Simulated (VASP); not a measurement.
The system is Au.

```
Au
1.0
     0.00000    2.03500    2.03500
     2.03500    0.00000    2.03500
     2.03500    2.03500    0.00000
Au
1
Direct
  0.00000 0.00000 0.00000
```

| Property | Result |
| --- | --- |
| Program | VASP 6.6.1 |
| Task | relaxation of cell and atoms |
| Functional | PBE |
| Potentials or basis | VASP PAW PBE potentials, release 64 (Au) |
| Cutoff | 600 eV |
| k mesh | 8 × 8 × 8 |
| Occupations | gaussian, width 0.1 eV |
| Spin | no spin polarisation |

At the start: pressure 11.6 GPa; volume 16.85 Å³/atom.

Problem. How do energy, volume and symmetry change on relaxing?

Solution. Over 3 steps the energy falls by 39.6 meV/atom and the volume is 18.07 Å³/atom (+7.2 %); space group Fm-3m (No. 225, to 0.1 Å) before and after.

Step by step:
```
step  energy change (eV)  largest force (eV/Å)  pressure (GPa)  volume (Å³)
   1              0.0000                0.0000           11.60        16.85
   2              0.0342                0.0000          -10.58        20.01
   3             -0.0396                0.0000           -0.23        18.07
```

Final structure:
```
Au
1.0
     0.00000    2.08283    2.08283
     2.08283    0.00000    2.08283
     2.08283    2.08283    0.00000
Au
1
Direct
  0.00000 0.00000 0.00000
```
